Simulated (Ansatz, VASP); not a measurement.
**Two plane-wave programs on GaSb**

INCAR

```
PREC = Accurate ; ENCUT = 520
EDIFF = 1E-7 ; ISMEAR = -1
SIGMA = 0.02 ; LREAL = False
LASPH = True ; NELM = 60
ALGO = Normal ; ISIF = 2
LWAVE = False ; LCHARG = True
GGA = PE ; LELF = True
LVHAR = True ; NBANDS = 16
```

KPOINTS

```
Automatic mesh
0
Gamma
  8 8 8
```

The input POSCAR:

```
GaSb
1.0
    0.0000000000      3.0352200099      3.0352200099
    3.0352200099      0.0000000000      3.0352200099
    3.0352200099      3.0352200099      0.0000000000
Ga Sb
1 1
Direct
    0.0000000000      0.0000000000      0.0000000000
    0.2500000000      0.2500000000      0.2500000000
```

Input for Ansatz:

```yaml
crystal:
  lattice:
    - [0.0, 3.0352200099, 3.0352200099]
    - [3.0352200099, 0.0, 3.0352200099]
    - [3.0352200099, 3.0352200099, 0.0]
  atoms:
    - { symbol: Ga, position: [0.0, 0.0, 0.0] }
    - { symbol: Sb, position: [0.25, 0.25, 0.25] }
kpoints:
  mp_grid: { grid: [8, 8, 8] }
  band_path:
    path:
      - [0.0, 0.0, 0.0]
      - [-0.5, -0.5, 0.0]
      - [-0.375, -0.375, 0.25]
      - [-0.375, 0.0, 0.375]
      - [0.0, 0.0, 0.5]
      - [-0.5, -0.25, 0.25]
    npoints: 1
hamiltonian:
  xc: pbe
scf:
  occupations: { method: fermi_dirac, width: 0.02 }
  n_extra_bands: 4
output:
  forces: true
  stress: true
  eigenvalues: true
  write_density: true
  write_potential: true
  elf: true
  volumetric_format: npy
```

Change from the starting cell: hydrostatic strain -1.0%.

Alike in both runs: task single point; functional PBE; k mesh 8 × 8 × 8; occupations fermi-dirac, width 0.02 eV; no spin polarisation.

```csv
,VASP,Ansatz
version,VASP 6.6.1,Ansatz 0.2.0
potentials or method,"VASP PAW PBE potentials, release 64 (Ga_d, Sb)","plane waves, PAW"
plane-wave cutoff (eV),520,420
valence electrons in the cell,18,28
```

Ansatz gave:

```
pressure (GPa) : 3.7
```

Question: Estimate VASP's values.

Answer: Pressure (GPa): 3.8.

With one functional, cell and mesh, what is left measures potentials, basis and numerics. VASP's potentials hold 18 valence electrons a cell and Ansatz's 28, so a difference there can come from the potentials and not from the codes.

Neither program's run includes spin-orbit coupling.
